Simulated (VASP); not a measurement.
The system is HgTe (Coloradoite).

```
Hg Te
1.0
     0.00000    3.21450    3.21450
     3.21450    0.00000    3.21450
     3.21450    3.21450    0.00000
Hg Te
1 1
Direct
  0.00000 0.00000 0.00000
  0.75000 0.75000 0.75000
```

| Quantity | Value |
| --- | --- |
| Program | VASP 6.6.1 |
| Task | relaxation of cell and atoms |
| Functional | PBEsol |
| Potentials or basis | VASP PAW PBE potentials, release 64 (Hg, Te) |
| Cutoff | 600 eV |
| k mesh | 7 × 7 × 7 |
| Occupations | fermi-dirac, width 0.05 eV |
| Spin | no spin polarisation |

At the start: pressure 1.9 GPa; volume 33.22 Å³/atom.

Problem. Where does the relaxation end?

Solution. Over 3 steps the energy falls by 8.0 meV/atom and the volume is 34.61 Å³/atom (+4.2 %); space group F-43m (No. 216, to 0.05 Å).

Step by step:
```tsv
step	energy change (eV)	largest force (eV/Å)	pressure (GPa)	volume (Å³)
1	0.0000	0.0000	1.92	66.43
2	-0.0137	0.0000	-0.64	70.32
3	-0.0160	0.0000	0.00	69.21
```

Final structure:
```
CELL_PARAMETERS angstrom
0.00000 3.25876 3.25876
3.25876 0.00000 3.25876
3.25876 3.25876 0.00000
ATOMIC_POSITIONS crystal
Hg 0.00000 0.00000 0.00000
Te 0.75000 0.75000 0.75000
```

Caveat: the PAW data sets were made with another functional, which shifts forces and pressure a little.
